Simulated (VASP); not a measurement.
Set up this calculation in VASP 6.6.1, as the native input.

| Property | Result |
| --- | --- |
| Task | relaxation of cell and atoms |
| Functional | r2SCAN |
| Potentials or basis | VASP PAW PBE potentials, release 64 (Rh_pv) |
| Cutoff | 600 eV |
| k mesh | 13 × 13 × 4 |
| Occupations | fermi-dirac, width 0.1 eV |
| Spin | no spin polarisation |
| Dipole correction | no |
| Further INCAR settings | ALGO = Normal; EDIFF = 1e-07; IBRION = 2; EDIFFG = -0.01; NSW = 80; ISIF = 3 |

Crystal: Rh.

```xyz
4
Lattice="2.6892 0.0000 0.0000 -1.3446 2.3289 0.0000 0.0000 0.0000 8.7829" Properties=species:S:1:pos:R:3 pbc="T T T"
Rh    0.0000    0.0000    0.0000
Rh    0.0000    0.0000    4.3915
Rh    0.0000    1.5526    2.1957
Rh    1.3446    0.7763    6.5872
```

This isn't the form of Rh at room conditions, which is fcc.

These files were run (other wordings do the same):

POSCAR

```
Rh
1.0
    2.6891940459      0.0000000000      0.0000000000
   -1.3445970229      2.3289103594      0.0000000000
    0.0000000000      0.0000000000      8.7829077538
Rh
4
Direct
    0.0000000000      0.0000000000      0.0000000000
    0.0000000000      0.0000000000      0.5000000000
    0.3333333333      0.6666666667      0.2500000000
    0.6666666667      0.3333333333      0.7500000000
```

INCAR.step1

```
SYSTEM = Rh
PREC = Accurate ; ENCUT = 600
ISMEAR = -1 ; SIGMA = 0.1
LREAL = .False. ; LASPH = .True.
NELM = 60 ; GGA = PE
ALGO = Normal ; EDIFF = 1E-4
LWAVE = .True. ; LCHARG = .False.
```

INCAR.step2

```
SYSTEM = Rh
PREC = Accurate ; ENCUT = 600
EDIFF = 1E-7 ; ISMEAR = -1
SIGMA = 0.1 ; LREAL = .False.
LASPH = .True. ; NELM = 60
ALGO = Normal ; ISIF = 3
LWAVE = .False. ; LCHARG = .False.
METAGGA = R2SCAN ; LMIXTAU = .True.
IBRION = 2 ; NSW = 80
EDIFFG = -0.01 ; ISTART = 1
```

KPOINTS

```
Automatic mesh
0
Gamma
  13 13 4
  0 0 0
```

Potentials or basis: VASP PAW PBE potentials, release 64 (Rh_pv).

Command:

```console
$ cat potpaw_PBE.64/Rh_pv/POTCAR > POTCAR
$ cp INCAR.step1 INCAR
$ mpirun -np 1 vasp_std > vasp.out
$ cp INCAR.step2 INCAR
$ mpirun -np 1 vasp_std > vasp.out
```

Results of the run:

```
Relaxed volume                        : 13.81 Å³/atom
Relaxed cell                          : a = 2.694 Å, b = 2.694 Å, c = 8.790 Å, α = 90.00°, β = 90.00°, γ = 120.00°
Space group after relaxing (to 0.1 Å) : P6_3/mmc (No. 194)
Energy gained by relaxing             : 0.2 meV/atom
Ionic steps                           : 5
Pressure after relaxing               : 0.0 GPa
Band gap on the k mesh                : zero (bands 30 and 31 overlap by 1.91 eV)
```

Caveat: the highest band is partly filled, so the run has too few bands; the PAW data sets were made with another functional, which shifts forces and pressure a little.

It took 59 min on 1 thread of Oxide Virtual Turin-like Processor, on a shared host, peak memory 0.25 GiB.
